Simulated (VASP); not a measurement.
# TiO2: single point with PBE

Crystal: TiO2.

```
CELL_PARAMETERS angstrom
2.70603 -2.70666 0.00000
2.70603 2.70666 0.00000
-2.63353 0.00000 4.79664
ATOMIC_POSITIONS crystal
Ti 0.13411 0.86589 0.25000
Ti 0.86589 0.13411 0.75000
O 0.33122 0.08876 0.66715
O 0.66878 0.91124 0.33285
O 0.91124 0.66878 0.83285
O 0.08876 0.33122 0.16715
```

```
Program                : VASP 6.6.1
Task                   : single point
Functional             : PBE
Potentials or basis    : VASP PAW PBE potentials, release 64 (Ti_sv, O)
Cutoff                 : 520 eV
k mesh                 : 6 × 6 × 4
Occupations            : gaussian, width 0.02 eV
Spin                   : no spin polarisation
Dipole correction      : no
Further INCAR settings : ALGO = Normal; EDIFF = 1e-07; NBANDS = 33
```

```
Pressure               : -1.0 GPa
Largest force          : 0.106 eV/Å
Band gap on the k mesh : 2.05 eV (least direct gap 2.38 eV)
```

Forces in eV/Å, atoms in the order of the input:
```
Ti   0.000  0.063  0.000
Ti   0.000 -0.063  0.000
O    0.001 -0.027 -0.103
O   -0.001  0.027  0.103
O   -0.001 -0.027  0.103
O    0.001  0.027 -0.103
```

Stress tensor (GPa, compression positive):
```
-1.20  0.00 -0.23
 0.00 -1.23  0.00
-0.23  0.00 -0.58
```

Levels at points of the mesh, in eV from the valence-band top:
| k point | band 22 | band 23 | band 24 | band 25 | band 26 | band 27 |
| --- | --- | --- | --- | --- | --- | --- |
| (0.00, 0.00, 0.00) | -0.72 | -0.44 | -0.43 | 2.05 | 2.76 | 3.79 |
| (0.50, 0.00, 0.00) | -0.89 | -0.87 | -0.62 | 3.19 | 3.34 | 3.37 |
| (0.50, 0.50, 0.00) | -1.85 | -0.01 | 0.00 | 3.20 | 3.24 | 3.50 |
| (0.00, 0.00, 0.50) | -1.24 | -0.13 | -0.13 | 2.39 | 2.39 | 3.62 |
| (0.50, 0.00, 0.50) | -0.88 | -0.87 | -0.62 | 3.04 | 3.44 | 3.47 |
| (0.50, 0.50, 0.50) | -2.00 | -0.02 | -0.02 | 3.23 | 3.23 | 3.68 |

Wall time 4.2 min on 1 thread of Intel Xeon 8259CL (shared host), peak memory 0.22 GiB.

A k mesh can miss the band edges.
